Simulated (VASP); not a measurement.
Here is a VASP 6.6.1 calculation.

Contents of INCAR:

```
PREC     = Accurate       # precision mode
ENCUT    = 600            # plane-wave cutoff, eV
EDIFF    = 1E-6           # SCF threshold, eV
ISMEAR   = -1             # smearing method
SIGMA    = 0.05           # smearing width, eV
LREAL    = False          # projectors in reciprocal space
LASPH    = True           # aspherical terms in the spheres
NELM     = 120            # most SCF steps
ALGO     = Normal         # electronic algorithm
ISIF     = 2              # what is computed and relaxed
LWAVE    = False          # write WAVECAR
LCHARG   = True           # write CHGCAR
GGA      = PS             # functional
LELF     = True           # ELF
LVHAR    = True         
NBANDS   = 30             # bands
GGA_COMPAT= False
```

KPOINTS

```
regular mesh
0
Gamma
  12 12 4
```

POSCAR

```
Cu
1.0
    2.4448592456      0.0000000000      0.0000000000
   -1.2224296228      2.1173102154      0.0000000000
    0.0000000000      0.0000000000      7.9625199015
Cu
4
Direct
    0.6666666667      0.3333333333      0.7500000000
    0.0000000000      0.0000000000      0.5000000000
    0.3333333333      0.6666666667      0.2500000000
    0.0000000000      0.0000000000      0.0000000000
```

Potentials or basis: VASP PAW PBE potentials, release 64 (Cu).

Command:

```bash
$ cat potpaw_PBE.64/Cu/POTCAR > POTCAR
$ mpirun -np 1 vasp_std > vasp.out
```

Q: Estimate the band gap on the k mesh.

A: Zero (band 22 reaches 12.80 eV, above the bottom of band 23 at 7.26 eV).

Q: Estimate the pressure.

A: 21.7 GPa.

Caveat: the PAW data sets were made with another functional, which shifts forces and pressure a little.
